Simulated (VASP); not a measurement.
Runs of VASP 6.6.1 on ZrH2. The structure is that of space group Fm-3m (No. 225), or close to it. The cells are those of the table. 

```csv
task,cell,cutoff (eV),gap on the mesh (eV),pressure (GPa)
single point,"a = 3.186 Å, angles 60.0°, 3 atoms",520,none,(a)
relaxation of cell and atoms,"relaxed from a = 3.407 Å, angles 60.0°, 3 atoms",600,none,0.0
single point,"a = 3.283 Å, angles 60.0°, 3 atoms",520,none,(b)
single point,"a = 3.349 Å, angles 60.0°, 3 atoms",520,none,0.1
single point,"a = 3.230 Å, angles 60.0°, 3 atoms",520,none,20.2
relaxation of cell and atoms,"relaxed to 40 GPa from a = 3.407 Å, angles 60.0°, 3 atoms",600,none,40.0
single point,"a = 3.148 Å, angles 60.0°, 3 atoms",520,none,40.2
relaxation of cell and atoms,"relaxed to 30 GPa from a = 3.407 Å, angles 60.0°, 3 atoms",600,none,30.0
```

Alike in all rows: level LDA; potentials or basis VASP PAW LDA potentials, release 64 (Zr_sv, H); no spin polarisation; k mesh 5 × 5 × 5; smearing gaussian 0.02 eV.

Task: Fill in the values left out.

Result: (a) 30.2; (b) 10.1.

Caveats: all runs use coarse meshes; the cell is relaxed towards a set pressure, so the enthalpy falls and the energy may rise (some runs).

A k mesh can miss the band edges, and the runs leave out spin-orbit coupling on Zr.

A gap of «none» marks levels without a gap at the run's occupations.
